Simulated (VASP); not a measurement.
# SrGe2Se2 (I4/mmm) in VASP: single point with LDA

Aim: the single point of SrGe2Se2 with LDA.

All numbers are computed with VASP 6.6.1; they aren't measurements. Logs are shortened: lines on timing, memory, paths and dates and some standing lists are left out, and cuts for length are marked.

## (1) The cell of the first run

The structure is tetragonal, space group I4/mmm (No. 139). Conventional cell: a = 4.549 Å, b = 4.549 Å, c = 11.603 Å, α = 90.00°, β = 90.00°, γ = 90.00°. Sr (site symmetry 4/mmm) has 8 Ge at 3.46 Å and 8 Se at 3.69 Å within 4.5 Å. Within 3.3 Å of Ge (site symmetry 4mm) lie 1 Ge at 2.53 Å and 4 Se at 2.80 Å. Se (site symmetry -4m2) has 4 Ge at 2.80 Å and 4 Se at 3.22 Å and 4 Sr at 3.69 Å within 3.7 Å.

## (2) Single point, LDA

File INCAR:

```
SYSTEM = SrGe2Se2
  PREC = Accurate
  ENCUT = 520
  EDIFF = 1E-6
  ISMEAR = 0
  SIGMA = 0.1121
  LREAL = .FALSE.
  LASPH = .TRUE.
  NELM = 100
  ALGO = Normal
  ISIF = 2
  LWAVE = .FALSE.
  LCHARG = .FALSE.
  NBANDS = 33
  ISYM = 0
  LUSENCCL = .FALSE.
```

File KPOINTS:

```
regular mesh
0
G
  8 8 6
  0 0 0
```

File POSCAR:

```
SrGe2Se2
1.0
    0.0000000000      4.5492940000      0.0000000000
    4.5492940000      0.0000000000      0.0000000000
    2.2746470000      2.2746470000     -5.8013480000
Sr Ge Se
1 2 2
Direct
    0.0000000000      0.0000000000      0.0000000000
    0.3910000000      0.3910000000      0.2180000000
    0.6090000000      0.6090000000      0.7820000000
    0.7500000000      0.2500000000      0.5000000000
    0.2500000000      0.7500000000      0.5000000000
```

Potentials or basis: VASP PAW LDA potentials, release 64 (Sr_sv, Ge_d, Se).

Run with:

```
$ cat potpaw_LDA.64/Sr_sv/POTCAR potpaw_LDA.64/Ge_d/POTCAR potpaw_LDA.64/Se/POTCAR > POTCAR
$ mpirun -np 1 vasp_std > vasp.out
```

OUTCAR:

```text
SYSTEM = SrGe2Se2
   PREC = Accurate
   ENCUT = 520
   EDIFF = 1E-6
   ISMEAR = 0
   LREAL = .FALSE.
   LASPH = .TRUE.
   NELM = 100
   ISIF = 2
   ISYM = 0

 ion  position               nearest neighbor table
   1  0.000  0.000  0.000-   3 3.46   3 3.46   3 3.46   2 3.46   3 3.46   2 3.46   2 3.46   2 3.46
                             5 3.69   4 3.69   5 3.69   4 3.69   4 3.69   5 3.69   5 3.69   4 3.69
   2  0.391  0.391  0.218-   3 2.53   4 2.80   5 2.80   5 2.80   4 2.80   1 3.46   1 3.46   1 3.46
                             1 3.46
   3  0.609  0.609  0.782-   2 2.53   4 2.80   5 2.80   4 2.80   5 2.80   1 3.46   1 3.46   1 3.46
                             1 3.46
   4  0.750  0.250  0.500-   2 2.80   2 2.80   3 2.80   3 2.80   1 3.69   1 3.69   1 3.69   1 3.69

   5  0.250  0.750  0.500-   2 2.80   2 2.80   3 2.80   3 2.80   1 3.69   1 3.69   1 3.69   1 3.69

IMPORTANT INFORMATION: All symmetrisations will be switched off!
NOSYMM: (Re-)initialisation of all symmetry stuff for point group C_1.

----------------------------------------------------------------------------------------

                                     Primitive cell

  volume of cell :     120.0651

  direct lattice vectors                    reciprocal lattice vectors
     0.000000000  4.549294000  0.000000000    -0.000000000  0.219814327  0.086186866
     4.549294000  0.000000000  0.000000000     0.219814327 -0.000000000  0.086186866
     2.274647000  2.274647000 -5.801348000     0.000000000  0.000000000 -0.172373731

  length of vectors
     4.549294000  4.549294000  6.633526707     0.236106997  0.236106997  0.172373731

  position of ions in fractional coordinates (direct lattice)
     0.000000000  0.000000000  0.000000000
     0.391000000  0.391000000  0.218000000
     0.609000000  0.609000000  0.782000000
     0.750000000  0.250000000  0.500000000
     0.250000000  0.750000000  0.500000000

  ion indices of the primitive-cell ions
   primitive index   ion index
                 1           1
                 2           2
                 3           3
                 4           4
                 5           5

----------------------------------------------------------------------------------------

 KPOINTS: regular mesh

Automatic generation of k-mesh.
 Grid dimensions read from file:
 generate k-points for:    8    8    6

 Generating k-lattice:

  Cartesian coordinates                     Fractional coordinates (reciprocal lattice)
    -0.000000000  0.027476791  0.010773358     0.125000000  0.000000000  0.000000000
     0.027476791 -0.000000000  0.010773358     0.000000000  0.125000000  0.000000000
     0.000000000  0.000000000 -0.028728955     0.000000000  0.000000000  0.166666667

  Length of vectors
     0.029513375  0.029513375  0.028728955
[... 82 lines left out ...]
   ISIF   =      2    stress and relaxation
   ISYM   =      0    0-nonsym 1-usesym 2-fastsym
   POTIM  = 0.5000    time-step for ionic-motion
   TEBEG  =    0.0;   TEEND  =   0.0 temperature during run
   PSTRESS=    0.0 pullay stress
   NELECT =      50.0000    total number of electrons
   NUPDOWN=      -1.0000    fix difference up-down
   EMIN   =  10.00;   EMAX   =-10.00  energy-range for DOS
   EFERMI =   0.00;   METHOD = LEGACY
   ISMEAR =     0;   SIGMA  =   0.11  broadening in eV -4-tet -1-fermi 0-gaus
   EFERMI_NEDOS =   21; number of points for ismear=-14 and -15
   IALGO  =     38    algorithm
   IMIX   =      4    mixing-type and parameters
     AMIX     =   0.40;   BMIX     =  1.00
     AMIX_MAG =   1.60;   BMIX_MAG =  1.00
  volume/ion in A,a.u.               =      24.01       162.05
  Fermi-wavevector in a.u.,A,eV,Ry     =   1.222529  2.310245 20.334959  1.494577
  Thomas-Fermi vector in A             =   2.357673
   LORBIT       =      0    0 simple, 1 ext, 2 COOP (PROOUT), +10 PAW based schemes
   GGA     = CA    functional components
   LHFCALC =     F    Hartree Fock is set to
   AEXX    =    0.0000 exact exchange contribution
   IVDW    =     0    specifies the selected vdW correction
   LEPSILON=     F    determine dielectric tensor
   LRPA    =     F    only Hartree local field effects (RPA)
 non-spin polarized calculation
 Gauss-broadening in eV      SIGMA  =   0.11
  energy-cutoff  :      520.00
  volume of cell :      120.07
 maximum number of plane-waves:      3270
 NGX is ok and might be reduce to    36
   NGX = 17   NGY = 17   NGZ = 25

 number of electron      49.9999998 magnetization

 Free energy of the ion-electron system (eV)
  ---------------------------------------------------
  ext. energy  EPLUGINS =         0.00000000
  ---------------------------------------------------
  free energy    TOTEN  =       -21.57570139 eV

  energy without entropy =      -21.55434236  energy(sigma->0) =      -21.56502188

 E-fermi :   4.7357     XC(G=0): -10.1730

 val. band max:        4.7332862380   @ k =   0.1250   0.1250   0.3333
 cond. band min:       4.7376761993   @ k =   0.3750   0.3750   0.0000
 fundamental gap:      0.0043899613
 Fermi energy:         4.7357013067

 k-point     1 :       0.0000    0.0000    0.0000
  band No.  band energies     occupation
      1     -31.0825      2.00000
      2     -20.2258      2.00000
      3     -20.1442      2.00000
      4     -20.1438      2.00000
      5     -20.0757      2.00000
      6     -20.0753      2.00000
[... 853 lines left out ...]
     32       9.0010      0.00000
     33       9.2381      0.00000

 [... further k-points ...]

------------------------ aborting loop because EDIFF is reached ----------------------------------------

  FORCE on cell =-STRESS in cart. coord.  units (eV):
  Direction    XX          YY          ZZ          XY          YZ          ZX
  --------------------------------------------------------------------------------------
  -------------------------------------------------------------------------------------
  Total        1.2660488      1.2660393     -3.6907972     -0.0131356     -0.0075872     -0.0075804
  in kB       16.8944515     16.8943250    -49.2508624     -0.1752840     -0.1012448     -0.1011550
  external PRESSURE =      -5.1540286 kB  Pullay stress =       0.0000000 kB

 VOLUME and BASIS-vectors are now :
 -----------------------------------------------------------------------------
  energy-cutoff  :      520.00
  volume of cell :      120.07
      direct lattice vectors                 reciprocal lattice vectors
     0.000000000  4.549294000  0.000000000    -0.000000000  0.219814327  0.086186866
     4.549294000  0.000000000  0.000000000     0.219814327 -0.000000000  0.086186866
     2.274647000  2.274647000 -5.801348000     0.000000000  0.000000000 -0.172373731

 POSITION                                       TOTAL-FORCE (eV/Angst)
 -----------------------------------------------------------------------------------
      0.00000      0.00000      0.00000         0.000002     -0.000001      0.000000
      2.27465      2.27465     -1.26469         0.002979      0.002977     -0.516966
      4.54929      4.54929     -4.53665        -0.002980     -0.002977      0.516991
      2.27465      4.54929     -2.90067         0.000552     -0.000551     -0.000014
      4.54929      2.27465     -2.90067        -0.000553      0.000553     -0.000011
 -----------------------------------------------------------------------------------
    total drift:                                0.000004     -0.000003      0.000064

  FREE ENERGIE OF THE ION-ELECTRON SYSTEM (eV)
  ---------------------------------------------------
  free  energy   TOTEN  =       -21.5757013908 eV

  energy  without entropy=      -21.5543423636  energy(sigma->0) =      -21.56502188
```

stdout:

```text
[vt-gpu-og-0:12086] opal_ifinit: socket() failed with errno=97
 Offloading initialized ...    1 GPUs detected
 POSCAR found type information on POSCAR SrGeSe
 POSCAR found :  3 types and       5 ions
 scaLAPACK will be used selectively (only on CPU)
 LDA part: xc-table for (Slater(with rela. corr.)+CA(PZ))
 , standard interpolation
 -----------------------------------------------------------------------------
[... 15 lines left out ...]
|                                                                             |
 -----------------------------------------------------------------------------

 POSCAR, INCAR and KPOINTS ok, starting setup
 FFT: planning ... GRIDC
 FFT: planning ... GRID_SOFT
 FFT: planning ... GRID
 WAVECAR not read
 entering main loop
```

It took 5.4 min on 1 × NVIDIA H100 80GB with 1 thread of Intel Xeon Platinum 8481C at 2.70GHz (Sapphire Rapids), shared host; peak memory 1.8 GiB.

Results:

```yaml
Free_energy: -21.5757 eV
Pressure: -0.5 GPa
Largest_force: 0.517 eV/Å
Band_gap_on_the_k_mesh: zero (band 25 reaches 5.29 eV, above the bottom of band 26 at 4.54 eV)
```

Forces in eV/Å, atoms in the order of the input:
```
Sr   0.000  0.000  0.000
Ge   0.003  0.003 -0.517
Ge  -0.003 -0.003  0.517
Se   0.001 -0.001  0.000
Se  -0.001  0.001  0.000
```
